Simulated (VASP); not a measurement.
# SiC3 (P-6m2) in VASP: notebook

Runs on SiC3. Level: PBE. Tasks: single point.

Program: VASP 6.6.1. These are calculated values, not measurements. Logs are shortened: lines on timing, memory, paths and dates and some standing lists are left out, and cuts for length are marked.

### Step 1. The cell of the first run

It takes space group P-6m2 (No. 187, hexagonal). Conventional cell: a = 2.749 Å, b = 2.749 Å, c = 8.194 Å, α = 90.00°, β = 90.00°, γ = 120.00°. Within 2.1 Å of Si (site symmetry -6m2) lie 3 C at 1.59 Å. C (site symmetry -6m2) has 3 C at 1.59 Å within 2.1 Å. C (site symmetry -6m2) has 3 Si at 1.59 Å within 2.1 Å. Within 2.1 Å of C (site symmetry -6m2) lie 3 C at 1.59 Å.

### Step 2. Single point, PBE, collinear spin

INCAR

```
SYSTEM = SiC3
PREC = Accurate
ENCUT = 600
EDIFF = 1E-6
ISMEAR = 0
SIGMA = 0.1
LREAL = .False.
LASPH = .True.
NELM = 200
ALGO = Normal
ISIF = 2
LWAVE = .False.
LCHARG = .False.
ISPIN = 2
MAGMOM = 0 1 1 1
LORBIT = 11
GGA = PE
NBANDS = 20
GGA_COMPAT = .False.
```

KPOINTS

```
Automatic mesh
0
Gamma
  6 6 2
  0 0 0
```

POSCAR

```
SiC3
1.0
    2.7493746200      0.0000000000      0.0000000000
   -1.3746873100      2.3810282600      0.0000000000
    0.0000000000      0.0000000000      8.1936479900
Si C
1 3
Direct
    0.6666666700      0.3333333300      0.5000000000
    0.3333333300      0.6666666700      0.0000000000
    0.3333333300      0.6666666700      0.5000000000
    0.6666666700      0.3333333300      0.0000000000
```

Potentials or basis: VASP PAW PBE potentials, release 64 (Si, C).

Command:

```bash
$ cat potpaw_PBE.64/Si/POTCAR potpaw_PBE.64/C/POTCAR > POTCAR
$ mpirun -np 1 vasp_std > vasp.out
```

OUTCAR:

```text
SYSTEM = SiC3
   PREC = Accurate
   ENCUT = 600
   EDIFF = 1E-6
   ISMEAR = 0
   LREAL = .False.
   LASPH = .True.
   NELM = 200
   ISIF = 2
   ISPIN = 2
   LORBIT = 11
   GGA = PE

 ion  position               nearest neighbor table
   1  0.667  0.333  0.500-   3 1.59   3 1.59   3 1.59
   2  0.333  0.667  0.000-   4 1.59   4 1.59   4 1.59
   3  0.333  0.667  0.500-   1 1.59   1 1.59   1 1.59
   4  0.667  0.333  0.000-   2 1.59   2 1.59   2 1.59

  LATTYP: Found a hexagonal cell.
 ALAT       =     2.7493746200
 C/A-ratio  =     2.9801860868

  Lattice vectors:

 A1 = (   2.7493746200,   0.0000000000,   0.0000000000)
 A2 = (  -1.3746873100,   2.3810282600,   0.0000000000)
 A3 = (   0.0000000000,   0.0000000000,   8.1936479900)

Analysis of symmetry for initial positions (statically):
=====================================================================
 Subroutine PRICEL returns:
 Original cell was already a primitive cell.

 Routine SETGRP: Setting up the symmetry group for a
 hexagonal supercell.

 Subroutine GETGRP returns: Found 12 space group operations
 (whereof 12 operations were pure point group operations)
 out of a pool of 24 trial point group operations.

The static configuration has the point symmetry D_3h.

Analysis of symmetry for dynamics (positions and initial velocities):
=====================================================================
 Subroutine PRICEL returns:
 Original cell was already a primitive cell.

 Routine SETGRP: Setting up the symmetry group for a
 hexagonal supercell.

 Subroutine GETGRP returns: Found 12 space group operations
 (whereof 12 operations were pure point group operations)
 out of a pool of 24 trial point group operations.

The dynamic configuration has the point symmetry D_3h.

Analysis of structural, dynamic, and magnetic symmetry:
=====================================================================
 Subroutine PRICEL returns:
 Original cell was already a primitive cell.

 Routine SETGRP: Setting up the symmetry group for a
 hexagonal supercell.

 Subroutine GETGRP returns: Found 12 space group operations
 (whereof 12 operations were pure point group operations)
 out of a pool of 24 trial point group operations.

The overall configuration has the point symmetry D_3h.

 Subroutine INISYM returns: Found 12 space group operations
 (whereof 12 operations are pure point group operations),
 and found     1 'primitive' translations

[... 114 lines left out ...]
   AEXX    =    0.0000 exact exchange contribution
   IVDW    =     0    specifies the selected vdW correction
   LEPSILON=     F    determine dielectric tensor
   LRPA    =     F    only Hartree local field effects (RPA)
 spin polarized calculation
 Gauss-broadening in eV      SIGMA  =   0.10
  energy-cutoff  :      600.00
  volume of cell :       53.64
 maximum number of plane-waves:      1844
 NGX is ok and might be reduce to    24
   NGX = 11   NGY = 11   NGZ = 33

 number of electron      16.0000001 magnetization       0.0171808

 Free energy of the ion-electron system (eV)
  ---------------------------------------------------
  ext. energy  EPLUGINS =         0.00000000
  ---------------------------------------------------
  free energy    TOTEN  =       -29.04226851 eV

  energy without entropy =      -29.03970436  energy(sigma->0) =      -29.04098643

 E-fermi :   3.0376     XC(G=0):  -8.8408

 val. band max:        2.8665497593   @ k =   0.3333   0.3333   0.5000
 cond. band min:       3.0707637736   @ k =   0.3333   0.3333   0.0000
 fundamental gap:      0.2042140143
 Fermi energy:         3.0376065074

 spin component 1

 k-point     1 :       0.0000    0.0000    0.0000
  band No.  band energies     occupation
      1     -14.0630      1.00000
      2     -12.2247      1.00000
      3      -2.9224      1.00000
      4      -1.6941      1.00000
      5      -0.0266      1.00000
      6      -0.0266      1.00000
[... 298 lines left out ...]
      6      -3.6838      1.00000
[... 12 lines left out ...]
     19      16.8369      0.00000
     20      17.9587      0.00000
 Fermi energy:         3.0376065074

 spin component 2

 k-point     1 :       0.0000    0.0000    0.0000
  band No.  band energies     occupation
      1     -14.0548      1.00000
      2     -12.2228      1.00000
      3      -2.9067      1.00000
      4      -1.6868      1.00000
      5      -0.0229      1.00000
      6      -0.0229      1.00000
[... 311 lines left out ...]
     19      16.8028      0.00000
     20      18.0210      0.00000

------------------------ aborting loop because EDIFF is reached ----------------------------------------

  FORCE on cell =-STRESS in cart. coord.  units (eV):
  Direction    XX          YY          ZZ          XY          YZ          ZX
  --------------------------------------------------------------------------------------
  -------------------------------------------------------------------------------------
  Total        8.2261336      8.2261335      0.0567755      0.0000000      0.0000000      0.0000000
  in kB      245.7143765    245.7143753      1.6958827      0.0000000      0.0000000      0.0000000
  external PRESSURE =     164.3748782 kB  Pullay stress =       0.0000000 kB

 VOLUME and BASIS-vectors are now :
 -----------------------------------------------------------------------------
  energy-cutoff  :      600.00
  volume of cell :       53.64
      direct lattice vectors                 reciprocal lattice vectors
     2.749374620  0.000000000  0.000000000     0.363719077  0.209993308  0.000000000
    -1.374687310  2.381028260  0.000000000     0.000000000  0.419986615  0.000000000
     0.000000000  0.000000000  8.193647990     0.000000000  0.000000000  0.122045760

 POSITION                                       TOTAL-FORCE (eV/Angst)
 -----------------------------------------------------------------------------------
      1.37469      0.79368      4.09682         0.000000      0.000000      0.000000
     -0.00000      1.58735      0.00000         0.000000      0.000000      0.000000
     -0.00000      1.58735      4.09682        -0.000000      0.000000      0.000000
      1.37469      0.79368      0.00000         0.000000      0.000000      0.000000
 -----------------------------------------------------------------------------------
    total drift:                                0.000006     -0.000004      0.000000

  FREE ENERGIE OF THE ION-ELECTRON SYSTEM (eV)
  ---------------------------------------------------
  free  energy   TOTEN  =       -29.0422685073 eV

  energy  without entropy=      -29.0397043565  energy(sigma->0) =      -29.04098643

 total charge

# of ion       s       p       d       tot
------------------------------------------
    1        0.824   1.286   0.000   2.110
    2        0.807   1.502   0.000   2.309
    3        0.927   2.039   0.000   2.966
    4        0.806   1.506   0.000   2.312
--------------------------------------------------
tot          3.364   6.333   0.000   9.697

 magnetization (x)

# of ion       s       p       d       tot
------------------------------------------
    1       -0.000  -0.000   0.000  -0.000
    2       -0.004  -0.039   0.000  -0.043
    3        0.000   0.001   0.000   0.001
    4        0.004   0.046   0.000   0.050
--------------------------------------------------
tot          0.000   0.008   0.000   0.008
```

OSZICAR:

```text
N       E                     dE             d eps       ncg     rms          rms(c)
DAV:   1     0.459299001172E+02    0.45930E+02   -0.75460E+03  1120   0.753E+02
DAV:   2    -0.297832074210E+02   -0.75713E+02   -0.69600E+02  1532   0.164E+02
DAV:   3    -0.335855789761E+02   -0.38024E+01   -0.37636E+01  1372   0.325E+01
[... 12 lines left out ...]
DAV:  16    -0.290422326654E+02   -0.19209E-03   -0.40044E-04  1324   0.136E-01    0.146E-02
DAV:  17    -0.290422620727E+02   -0.29407E-04   -0.19655E-04  1332   0.569E-02    0.148E-02
DAV:  18    -0.290422669969E+02   -0.49241E-05   -0.58400E-06  1364   0.151E-02    0.583E-03
DAV:  19    -0.290422682320E+02   -0.12352E-05   -0.24300E-06  1304   0.746E-03    0.192E-03
DAV:  20    -0.290422685073E+02   -0.27527E-06   -0.62753E-07  1120   0.646E-03
   1 F= -.29042269E+02 E0= -.29040986E+02  d E =-.256415E-02  mag=     0.0172
```

It took 44 s on 1 thread of Intel Xeon Platinum 8375C at 2.90GHz (Ice Lake), shared host; peak memory 0.22 GiB.

What came out:

| Quantity | Value |
| --- | --- |
| Free energy | -29.0423 eV |
| Pressure | 16.4 GPa |
| Band gap on the k mesh | zero (filled and empty bands touch) |
| Net moment | 0.02 μB per cell |
| Site moments | Si -0.00; C -0.04, +0.00, +0.05 μB |
| Valence electrons inside the program's atomic spheres | Si 2.11; C 2.31, 2.97 (each value once) |

Caveat: the k points lie up to 0.44 Å⁻¹ apart; semilocal functionals underestimate gaps, so a narrow gap can read as zero.

### Step 3. Single point, PBE, collinear spin

This run uses another cell than the first one, of 14.50 Å³/atom.

INCAR: that of step 2 with these lines changed.

```diff
@@ -12,3 +12,3 @@
 LWAVE = .False.
-LCHARG = .False.
+LCHARG = .True.
 ISPIN = 2
@@ -17,2 +17,4 @@
 GGA = PE
+LELF = .True.
+LVHAR = .True.
 NBANDS = 20
```

KPOINTS is that of step 2.

POSCAR

```
SiC3
1.0
    2.8370899409      0.0000000000      0.0000000000
   -1.4185449705      2.4569919617      0.0000000000
    0.0000000000      0.0000000000      8.3179110162
Si C
1 3
Direct
    0.6666666667      0.3333333333      0.5000000000
    0.3333333333      0.6666666667      0.0000000000
    0.3333333333      0.6666666667      0.5000000000
    0.6666666667      0.3333333333      0.0000000000
```

Potentials or basis: VASP PAW PBE potentials, release 64 (Si, C).

Command:

```bash
$ cat potpaw_PBE.64/Si/POTCAR potpaw_PBE.64/C/POTCAR > POTCAR
$ mpirun -np 1 vasp_std > vasp.out
```

OUTCAR:

```text
SYSTEM = SiC3
   PREC = Accurate
   ENCUT = 600
   EDIFF = 1E-6
   ISMEAR = 0
   LREAL = .False.
   LASPH = .True.
   NELM = 200
   ISIF = 2
   ISPIN = 2
   LORBIT = 11
   GGA = PE

 ion  position               nearest neighbor table
   1  0.667  0.333  0.500-   3 1.64   3 1.64   3 1.64
   2  0.333  0.667  0.000-   4 1.64   4 1.64   4 1.64
   3  0.333  0.667  0.500-   1 1.64   1 1.64   1 1.64
   4  0.667  0.333  0.000-   2 1.64   2 1.64   2 1.64

  LATTYP: Found a hexagonal cell.
 ALAT       =     2.8370899409
 C/A-ratio  =     2.9318460780

  Lattice vectors:

 A1 = (   2.8370899409,   0.0000000000,   0.0000000000)
[... 857 lines left out ...]
    -1.418544970  2.456991962  0.000000000     0.000000000  0.407001739  0.000000000
     0.000000000  0.000000000  8.317911016     0.000000000  0.000000000  0.120222493

 POSITION                                       TOTAL-FORCE (eV/Angst)
 -----------------------------------------------------------------------------------
      1.41854      0.81900      4.15896         0.000000      0.000000      0.000000
     -0.00000      1.63799      0.00000        -0.000000      0.000000      0.000000
     -0.00000      1.63799      4.15896        -0.000000     -0.000000      0.000000
      1.41854      0.81900      0.00000        -0.000000      0.000000      0.000000
 -----------------------------------------------------------------------------------
    total drift:                               -0.000000      0.000000      0.000000

  FREE ENERGIE OF THE ION-ELECTRON SYSTEM (eV)
  ---------------------------------------------------
  free  energy   TOTEN  =       -29.3003439478 eV

  energy  without entropy=      -29.2977065739  energy(sigma->0) =      -29.29902526

 total charge

# of ion       s       p       d       tot
------------------------------------------
    1        0.795   1.194   0.000   1.988
    2        0.801   1.434   0.000   2.235
    3        0.900   1.938   0.000   2.838
    4        0.800   1.437   0.000   2.237
--------------------------------------------------
tot          3.296   6.002   0.000   9.298

 magnetization (x)

# of ion       s       p       d       tot
------------------------------------------
    1       -0.000  -0.000   0.000  -0.000
    2       -0.004  -0.045   0.000  -0.049
    3        0.000   0.002   0.000   0.002
    4        0.005   0.050   0.000   0.055
--------------------------------------------------
tot          0.000   0.008   0.000   0.008
```

Run time: 53 s. Hardware: 1 thread of Intel Xeon Platinum 8375C at 2.90GHz (Ice Lake), shared host; peak memory 0.22 GiB.

Results:

| Quantity | Value |
| --- | --- |
| Free energy | -29.3003 eV |
| Pressure | 0.1 GPa |
| Net moment | 0.02 μB per cell |
| Site moments | Si -0.00; C -0.05, +0.00, +0.06 μB |
| Valence electrons inside the program's atomic spheres | Si 1.99; C 2.23, 2.84, 2.24 |

Levels at points of the mesh, in eV from the Fermi level:
Spin up:
| k point | band 5 | band 6 | band 7 | band 8 | band 9 | band 10 | band 11 | band 12 |
| --- | --- | --- | --- | --- | --- | --- | --- | --- |
| (0.00, 0.00, 0.00) | -3.03 | -3.03 | -1.02 | -1.02 | 3.16 | 4.38 | 5.87 | 5.87 |
| (0.50, 0.00, 0.00) | -5.29 | -2.68 | -1.81 | -0.86 | 1.25 | 3.10 | 3.69 | 5.30 |
| (0.00, 0.00, 0.50) | -3.03 | -3.03 | -1.02 | -1.02 | 4.09 | 4.38 | 5.64 | 5.87 |
| (0.50, 0.00, 0.50) | -5.29 | -2.68 | -1.73 | -0.96 | 1.30 | 2.95 | 3.69 | 5.35 |
Spin down:
```tsv
k point	band 6	band 7	band 8	band 9	band 10	band 11
(0.00, 0.00, 0.00)	-3.02	-1.02	-1.02	3.17	4.39	5.87
(0.50, 0.00, 0.00)	-2.68	-1.79	-0.85	1.25	3.11	3.70
(0.00, 0.00, 0.50)	-3.02	-1.02	-1.02	4.09	4.39	5.65
(0.50, 0.00, 0.50)	-2.68	-1.71	-0.95	1.32	2.95	3.70
```

Caveat: the k points lie up to 0.43 Å⁻¹ apart.
